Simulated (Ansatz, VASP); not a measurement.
**InGa15As16 in VASP and in Ansatz**

```
CELL_PARAMETERS angstrom
-5.74598 -5.74598 5.74598
5.74598 5.74598 5.74598
-5.74598 5.74598 -5.74598
ATOMIC_POSITIONS crystal
In 0.25000 0.50000 0.25000
Ga 0.50240 0.50000 0.99832
Ga 0.25000 0.75240 0.99832
Ga 0.75000 0.50000 0.75000
Ga 0.50168 0.75168 0.75408
Ga 0.25000 0.00000 0.75000
Ga 0.99832 0.50000 0.50240
Ga 0.75408 0.75168 0.50168
Ga 0.50168 0.00408 0.50168
Ga 0.25000 0.24832 0.50240
Ga 0.99832 0.75240 0.25000
Ga 0.75000 0.00000 0.25000
Ga 0.50240 0.24832 0.25000
Ga 0.99760 0.99592 0.99760
Ga 0.74592 0.24760 0.99760
Ga 0.99760 0.24760 0.74592
As 0.98668 0.23668 0.98668
As 0.25000 0.24925 0.75146
As 0.99925 0.50000 0.75146
As 0.50075 0.25221 0.50075
As 0.25000 0.50000 0.51332
As 0.00221 0.75075 0.50075
As 0.75146 0.24925 0.25000
As 0.51332 0.50000 0.25000
As 0.25000 0.76332 0.25000
As 0.99925 0.00146 0.25000
As 0.75146 0.50000 0.99925
As 0.50075 0.75075 0.00221
As 0.25000 0.00146 0.99925
As 0.74854 0.74779 0.74854
As 0.49779 0.99854 0.74854
As 0.74854 0.99854 0.49779
```

Alike in both runs: functional PBE; k mesh 3 × 3 × 3; occupations gaussian, width 0.05 eV; no spin polarisation.

Ansatz relaxed the structure, and its values are those at the end. VASP's run is a single point on that final structure, the one shown.

|  | VASP | Ansatz |
| --- | --- | --- |
| version | VASP 6.6.1 | Ansatz 0.2.0 |
| potentials or method | VASP PAW PBE potentials, release 64 (In_d, Ga_d, As), cutoff 520 eV | scalar-relativistic, plane waves, PAW |
| valence electrons in the cell | 288 | 448 |

```tsv
	VASP	Ansatz	Ansatz less VASP
gap on the k mesh at the Fermi level (eV)	0.19	0.18	-0.002
least direct gap on the mesh (eV)	0.19	0.18	-0.002
rms of the force components (eV/Å)	0.007	0.002	-0.0047
```

The functional is the same, so the differences come from potentials, cutoffs and numerics. VASP's potentials hold 288 valence electrons a cell and Ansatz's 448, so a difference there can come from the potentials and not from the codes.
